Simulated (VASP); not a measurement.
# WS2 in VASP: notebook, part 2 of 2

VASP 6.6.1. The steps go on from the part before.

## Step 3: Single point, r2SCAN (strain -0.0050 x Voigt [0, 0, 1, 0, 0, 0])

POSCAR reads:

```
WS2
1.0
    3.1814117282      0.0000000000      0.0000000000
   -1.5907058641      2.7551833765      0.0000000000
    0.0000000000      0.0000000000     23.5697056158
W S
2 4
Direct
    0.3333333333      0.6666666667      0.6379434935
    0.6666666667      0.3333333333      0.3620565065
    0.3333333333      0.6666666667      0.2962425097
    0.6666666667      0.3333333333      0.5721038223
    0.3333333333      0.6666666667      0.4278961777
    0.6666666667      0.3333333333      0.7037574903
```

INCAR.step1 reads:

```
SYSTEM = WS2
PREC = Accurate ; ENCUT = 520
ISMEAR = 0 ; SIGMA = 0.05
LREAL = .False. ; LASPH = .True.
NELM = 60 ; NBANDS = 35
GGA = PE ; ALGO = Normal
EDIFF = 1E-4 ; LWAVE = .True.
LCHARG = .False.
```

INCAR.step2 reads:

```
SYSTEM = WS2
PREC = Accurate ; ENCUT = 520
EDIFF = 1E-6 ; ISMEAR = 0
SIGMA = 0.05 ; LREAL = .False.
LASPH = .True. ; NELM = 60
ALGO = Normal ; ISIF = 2
LWAVE = .False. ; LCHARG = .False.
METAGGA = R2SCAN ; LMIXTAU = .True.
NBANDS = 35 ; ISTART = 1
```

KPOINTS reads:

```
Automatic mesh
0
Gamma
  12 12 2
  0 0 0
```

Potentials or basis: VASP PAW PBE potentials, release 64 (W_sv, S).

Run with:

```bash
$ cat potpaw_PBE.64/W_sv/POTCAR potpaw_PBE.64/S/POTCAR > POTCAR
$ cp INCAR.step1 INCAR
$ mpirun -np 1 vasp_std > vasp.out
$ cp INCAR.step2 INCAR
$ mpirun -np 1 vasp_std > vasp.out
```

OUTCAR:

```text
SYSTEM = WS2
   PREC = Accurate
   ENCUT = 520
   EDIFF = 1E-6
   ISMEAR = 0
   LREAL = .False.
   LASPH = .True.
   NELM = 60
   ISIF = 2
   METAGGA = R2SCAN
   ISTART = 1

 ion  position               nearest neighbor table
   1  0.333  0.667  0.638-   6 2.40   6 2.40   6 2.40   4 2.40   4 2.40   4 2.40
   2  0.667  0.333  0.362-   3 2.40   3 2.40   3 2.40   5 2.40   5 2.40   5 2.40
   3  0.333  0.667  0.296-   2 2.40   2 2.40   2 2.40
   4  0.667  0.333  0.572-   1 2.40   1 2.40   1 2.40
   5  0.333  0.667  0.428-   2 2.40   2 2.40   2 2.40
[... 1121 lines left out ...]
  -------------------------------------------------------------------------------------
  Total        0.5043778      0.5043778      1.1141082     -0.0000000      0.0000000      0.0000000
  in kB        3.9114877      3.9114877      8.6399935     -0.0000000      0.0000000      0.0000000
  external PRESSURE =       5.4876563 kB  Pullay stress =       0.0000000 kB

 VOLUME and BASIS-vectors are now :
 -----------------------------------------------------------------------------
  energy-cutoff  :      520.00
  volume of cell :      206.60
      direct lattice vectors                 reciprocal lattice vectors
     3.181411728  0.000000000  0.000000000     0.314325867  0.181476124  0.000000000
    -1.590705864  2.755183376  0.000000000     0.000000000  0.362952248  0.000000000
     0.000000000  0.000000000 23.569705616     0.000000000  0.000000000  0.042427344

 POSITION                                       TOTAL-FORCE (eV/Angst)
 -----------------------------------------------------------------------------------
     -0.00000      1.83679     15.03614         0.000000     -0.000000      0.001638
      1.59071      0.91839      8.53357         0.000000      0.000000     -0.001638
     -0.00000      1.83679      6.98235         0.000000      0.000000     -0.185188
      1.59071      0.91839     13.48432         0.000000      0.000000     -0.182863
     -0.00000      1.83679     10.08539        -0.000000      0.000000      0.182863
      1.59071      0.91839     16.58736         0.000000     -0.000000      0.185188
 -----------------------------------------------------------------------------------
    total drift:                               -0.000000      0.000000     -0.000000

  FREE ENERGIE OF THE ION-ELECTRON SYSTEM (eV)
  ---------------------------------------------------
  free  energy   TOTEN  =      -140.1192329264 eV

  energy  without entropy=     -140.1192329264  energy(sigma->0) =     -140.11923293
```

OUTCAR.step1:

```text
SYSTEM = WS2
   PREC = Accurate
   ENCUT = 520
   ISMEAR = 0
   LREAL = .False.
   LASPH = .True.
   NELM = 60
[... 1149 lines left out ...]
      1.59071      0.91839     13.48432        -0.000000      0.000000     -0.392328
     -0.00000      1.83679     10.08539         0.000000     -0.000000      0.392328
      1.59071      0.91839     16.58736        -0.000000      0.000000      0.441633
 -----------------------------------------------------------------------------------
    total drift:                                0.000000      0.000000     -0.000000

  FREE ENERGIE OF THE ION-ELECTRON SYSTEM (eV)
  ---------------------------------------------------
  free  energy   TOTEN  =       -47.3201605346 eV

  energy  without entropy=      -47.3201605346  energy(sigma->0) =      -47.32016053
```

OSZICAR.step1:

```text
N       E                     dE             d eps       ncg     rms          rms(c)
DAV:   1     0.484258134952E+03    0.48426E+03   -0.27782E+04  3140   0.133E+03
DAV:   2    -0.165016056955E+02   -0.50076E+03   -0.48514E+03  3330   0.343E+02
DAV:   3    -0.490519984777E+02   -0.32550E+02   -0.32159E+02  3378   0.854E+01
DAV:   4    -0.500490731161E+02   -0.99707E+00   -0.99169E+00  3311   0.158E+01
DAV:   5    -0.500790921111E+02   -0.30019E-01   -0.29997E-01  3444   0.285E+00    0.380E+01
DAV:   6    -0.476711019679E+02    0.24080E+01   -0.86474E+00  2989   0.194E+01    0.163E+01
DAV:   7    -0.474560663985E+02    0.21504E+00   -0.24779E+00  2948   0.822E+00    0.645E+00
DAV:   8    -0.473221962063E+02    0.13387E+00   -0.37649E-01  3137   0.422E+00    0.189E+00
DAV:   9    -0.473235586162E+02   -0.13624E-02   -0.50689E-02  3252   0.115E+00    0.109E+00
DAV:  10    -0.473203454903E+02    0.32131E-02   -0.14377E-02  3238   0.768E-01    0.234E-01
DAV:  11    -0.473202197784E+02    0.12571E-03   -0.14449E-03  2872   0.208E-01    0.179E-01
DAV:  12    -0.473201605346E+02    0.59244E-04   -0.15017E-04  2137   0.882E-02
   1 F= -.47320161E+02 E0= -.47320161E+02  d E =-.588430E-21
```

It took 31 min on 1 thread of Oxide Virtual Turin-like, shared host; peak memory 0.45 GiB.

What came out:

```yaml
Free_energy: -140.1192 eV
Largest_force: 0.185 eV/Å
Band_gap_on_the_k_mesh: 1.54 eV (least direct gap 1.88 eV)
```

Forces on the atoms (eV/Å):
```
W    0.000  0.000  0.002
W    0.000  0.000 -0.002
S    0.000  0.000 -0.185
S    0.000  0.000 -0.183
S    0.000  0.000  0.183
S    0.000  0.000  0.185
```

Caveat: the cell differs from its parent crystal (strain -0.0050 x Voigt [0, 0, 1, 0, 0, 0]); there is no dipole correction, which matters where the two faces differ; the PAW data sets were made with another functional, which shifts forces and pressure a little; spin-orbit coupling is left out, which moves the levels of the heavy elements.
